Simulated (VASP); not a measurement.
# Ti5S in VASP: single point with PBE

Aim: the single point of Ti5S with PBE.

Everything below comes from runs of VASP 6.6.1. Logs are shortened: lines on timing, memory, paths and dates and some standing lists are left out, and cuts for length are marked.

## 1. The cell of the first run

The cell holds a slab with vacuum, 6 atoms: a = 2.938 Å, b = 2.938 Å, c = 24.712 Å, α = 90.00°, β = 90.00°, γ = 120.00°.

## 2. Single point, PBE

The input, INCAR:

```
PREC     = Accurate       # precision mode
ENCUT    = 520            # plane-wave cutoff, eV
EDIFF    = 1E-6           # SCF threshold, eV
ISMEAR   = 0              # smearing method
SIGMA    = 0.1            # smearing width, eV
LREAL    = False          # projectors in reciprocal space
LASPH    = True           # aspherical terms in the spheres
NELM     = 100            # most SCF steps
ALGO     = Normal         # electronic algorithm
ISIF     = 2              # what is computed and relaxed
LWAVE    = False          # write WAVECAR
LCHARG   = False          # write CHGCAR
LDIPOL   = True         
IDIPOL   = 3            
DIPOL    = 0.5 0.5 0.394
GGA      = PE             # functional
NBANDS   = 42             # bands
```

The input, KPOINTS:

```
Automatic mesh
0
Gamma
  9 9 1
```

The input, POSCAR:

```
Ti5S
1.0
    2.9381632086      0.0000000000      0.0000000000
   -1.4690816043      2.5445239791      0.0000000000
    0.0000000000      0.0000000000     24.7117068140
Ti S
5 1
Direct
    0.6666666667      0.3333333333      0.1618666015
    0.3333333333      0.6666666667      0.2559609806
    0.6666666667      0.3333333333      0.3506708119
    0.3333333333      0.6666666667      0.4475655916
    0.6666666667      0.3333333333      0.5346335206
    0.6666666667      0.6666666667      0.6142944552
```

Potentials or basis: VASP PAW PBE potentials, release 64 (Ti_sv, S).

Started as:

```bash
$ cat potpaw_PBE.64/Ti_sv/POTCAR potpaw_PBE.64/S/POTCAR > POTCAR
$ mpirun -np 1 vasp_std > vasp.out
```

OUTCAR:

```text
PREC = Accurate
   ENCUT = 520
   EDIFF = 1E-6
   ISMEAR = 0
   LREAL = False
   LASPH = True
   NELM = 100
   ISIF = 2
   GGA = PE

 ion  position               nearest neighbor table
   1  0.667  0.333  0.162-   2 2.88   2 2.88   2 2.88
   2  0.333  0.667  0.256-   1 2.88   1 2.88   1 2.88   3 2.89   3 2.89   3 2.89
   3  0.667  0.333  0.351-   2 2.89   2 2.89   2 2.89
   4  0.333  0.667  0.448-   5 2.74   5 2.74   5 2.74
   5  0.667  0.333  0.535-   6 2.20   4 2.74   4 2.74   4 2.74   6 2.78
   6  0.667  0.667  0.614-   5 2.20   5 2.78

  LATTYP: Found a hexagonal cell.
 ALAT       =     2.9381632086
 C/A-ratio  =     8.4105970498

  Lattice vectors:

 A1 = (   2.9381632086,   0.0000000000,   0.0000000000)
 A2 = (  -1.4690816043,   2.5445239791,   0.0000000000)
 A3 = (   0.0000000000,   0.0000000000,  24.7117068140)

Analysis of symmetry for initial positions (statically):
=====================================================================
 Subroutine PRICEL returns:
 Original cell was already a primitive cell.

 Routine SETGRP: Setting up the symmetry group for a
 hexagonal supercell.

 Subroutine GETGRP returns: Found  1 space group operations
 (whereof  1 operations were pure point group operations)
 out of a pool of 24 trial point group operations.

The static configuration has the point symmetry C_1 .

Analysis of symmetry for dynamics (positions and initial velocities):
=====================================================================
 Subroutine PRICEL returns:
 Original cell was already a primitive cell.

 Routine SETGRP: Setting up the symmetry group for a
 hexagonal supercell.

 Subroutine GETGRP returns: Found  1 space group operations
 (whereof  1 operations were pure point group operations)
 out of a pool of 24 trial point group operations.

The dynamic configuration has the point symmetry C_1 .

 Subroutine INISYM returns: Found  1 space group operations
 (whereof  1 operations are pure point group operations),
 and found     1 'primitive' translations

----------------------------------------------------------------------------------------

                                     Primitive cell

  volume of cell :     184.7503

  direct lattice vectors                    reciprocal lattice vectors
     2.938163209  0.000000000  0.000000000     0.340348690  0.196500408  0.000000000
    -1.469081604  2.544523979  0.000000000     0.000000000  0.393000816  0.000000000
     0.000000000  0.000000000 24.711706814     0.000000000  0.000000000  0.040466650

  length of vectors
     2.938163209  2.938163209 24.711706814     0.393000816  0.393000816  0.040466650
[... 103 lines left out ...]
   EFERMI =   0.00;   METHOD = LEGACY
   ISMEAR =     0;   SIGMA  =   0.10  broadening in eV -4-tet -1-fermi 0-gaus
   EFERMI_NEDOS =   21; number of points for ismear=-14 and -15
   IALGO  =     38    algorithm
   IMIX   =      4    mixing-type and parameters
     AMIX     =   0.40;   BMIX     =  1.00
     AMIX_MAG =   1.60;   BMIX_MAG =  1.00
  volume/ion in A,a.u.               =      30.79       207.79
  Fermi-wavevector in a.u.,A,eV,Ry     =   1.161612  2.195128 18.358917  1.349342
  Thomas-Fermi vector in A             =   2.298182
   LORBIT       =      0    0 simple, 1 ext, 2 COOP (PROOUT), +10 PAW based schemes
   GGA     = PE    functional components
   LHFCALC =     F    Hartree Fock is set to
   AEXX    =    0.0000 exact exchange contribution
   IVDW    =     0    specifies the selected vdW correction
   LEPSILON=     F    determine dielectric tensor
   LRPA    =     F    only Hartree local field effects (RPA)
 non-spin polarized calculation
 Gauss-broadening in eV      SIGMA  =   0.10
  energy-cutoff  :      520.00
  volume of cell :      184.75
 maximum number of plane-waves:      5059
 NGX is ok and might be reduce to    24
   NGX = 11   NGY = 11   NGZ = 91

 dipolmoment           0.000000      0.000000     -0.020496 electrons x Angstroem

 number of electron      65.9999991 magnetization

 dipolmoment           0.000000      0.000000      0.037902 electrons x Angstroem

 Free energy of the ion-electron system (eV)
  ---------------------------------------------------
  ext. energy  EPLUGINS =         0.00000000
  ---------------------------------------------------
  free energy    TOTEN  =       -42.68901044 eV

  energy without entropy =      -42.64960884  energy(sigma->0) =      -42.66930964

 E-fermi :   2.4028     XC(G=0):  -6.9838

 val. band max:        2.3953658582   @ k =   0.0000   0.2222   0.0000
 cond. band min:       2.4085827618   @ k =   0.1111   0.3333   0.0000
 fundamental gap:      0.0132169036
 Fermi energy:         2.4028046075

 k-point     1 :       0.0000    0.0000    0.0000
  band No.  band energies     occupation
      1     -54.5667      2.00000
      2     -54.3951      2.00000
      3     -54.3457      2.00000
      4     -54.3226      2.00000
      5     -54.2099      2.00000
      6     -31.0005      2.00000
[... 1069 lines left out ...]
     41       4.1083      0.00000
     42       4.5363      0.00000

 [... further k-points ...]

------------------------ aborting loop because EDIFF is reached ----------------------------------------

 vacuum level on the upper side and lower side of the slab       (xc-potential included)         0.195        -0.740

  FORCE on cell =-STRESS in cart. coord.  units (eV):
  Direction    XX          YY          ZZ          XY          YZ          ZX
  --------------------------------------------------------------------------------------
  -------------------------------------------------------------------------------------
  Total        0.6842368      1.6283558      0.3547723     -0.3157644      1.9427024     -1.0766174
  in kB        5.9337849     14.1212998      3.0766291     -2.7383478     16.8473517     -9.3365577
  external PRESSURE =       7.7105712 kB  Pullay stress =       0.0000000 kB

 VOLUME and BASIS-vectors are now :
 -----------------------------------------------------------------------------
  energy-cutoff  :      520.00
  volume of cell :      184.75
      direct lattice vectors                 reciprocal lattice vectors
     2.938163209  0.000000000  0.000000000     0.340348690  0.196500408  0.000000000
    -1.469081604  2.544523979  0.000000000     0.000000000  0.393000816  0.000000000
     0.000000000  0.000000000 24.711706814     0.000000000  0.000000000  0.040466650

 POSITION                                       TOTAL-FORCE (eV/Angst)
 -----------------------------------------------------------------------------------
      1.46908      0.84817      4.00000        -0.000531      0.003045      0.557638
     -0.00000      1.69635      6.32523        -0.001841     -0.004901     -0.516472
      1.46908      0.84817      8.66567         0.015823      0.000229      0.058016
     -0.00000      1.69635     11.06011        -0.037647      0.042585     -1.040966
      1.46908      0.84817     13.21171         0.584673     -1.071850      0.942842
      0.97939      1.69635     15.18026        -0.560478      1.030893     -0.001058
 -----------------------------------------------------------------------------------
    total drift:                               -0.000018      0.000002      0.000358

  FREE ENERGIE OF THE ION-ELECTRON SYSTEM (eV)
  ---------------------------------------------------
  free  energy   TOTEN  =       -42.6890104403 eV

  energy  without entropy=      -42.6496088402  energy(sigma->0) =      -42.66930964

 vacuum level on the upper side and lower side of the slab         7.515         6.552
```

OSZICAR:

```text
N       E                     dE             d eps       ncg     rms          rms(c)
DAV:   1     0.872744401672E+03    0.87274E+03   -0.35376E+04  3732   0.170E+03
DAV:   2     0.735165039203E+02   -0.79923E+03   -0.78253E+03  3564   0.535E+02
DAV:   3    -0.291678339341E+02   -0.10268E+03   -0.99014E+02  5740   0.168E+02
[... 25 lines left out ...]
DAV:  29    -0.426889890598E+02   -0.25317E-04   -0.46739E-06  3112   0.968E-03    0.661E-03
DAV:  30    -0.426890008523E+02   -0.11792E-04   -0.22923E-06  2726   0.114E-02    0.376E-03
DAV:  31    -0.426890079428E+02   -0.70904E-05   -0.13389E-06  2440   0.626E-03    0.179E-03
DAV:  32    -0.426890098667E+02   -0.19240E-05   -0.43866E-07  2030   0.465E-03    0.142E-03
DAV:  33    -0.426890104403E+02   -0.57355E-06   -0.36922E-07  1946   0.378E-03
   1 F= -.42689010E+02 E0= -.42669310E+02  d E =-.394016E-01
```

stdout:

```text
POSCAR found type information on POSCAR TiS
 POSCAR found :  2 types and       6 ions
 scaLAPACK will be used
 LDA part: xc-table for (Slater+PW92), standard interpolation
 POSCAR, INCAR and KPOINTS ok, starting setup
 FFT: planning ... GRIDC
 FFT: planning ... GRID_SOFT
 FFT: planning ... GRID
 WAVECAR not read
 entering main loop
```

Wall time 8 min (1 thread of Intel Xeon 6975P-C (Granite Rapids), shared host); peak memory 0.45 GiB.

Results:

| Item | Value |
| --- | --- |
| Free energy | -42.6890 eV |
| Largest force | 1.543 eV/Å |
| Band gap on the k mesh | zero (bands 33 and 34 overlap by 1.06 eV) |

Forces on the atoms (eV/Å):
```
Ti  -0.001  0.003  0.558
Ti  -0.002 -0.005 -0.516
Ti   0.016  0.000  0.058
Ti  -0.038  0.043 -1.041
Ti   0.585 -1.072  0.943
S   -0.560  1.031 -0.001
```
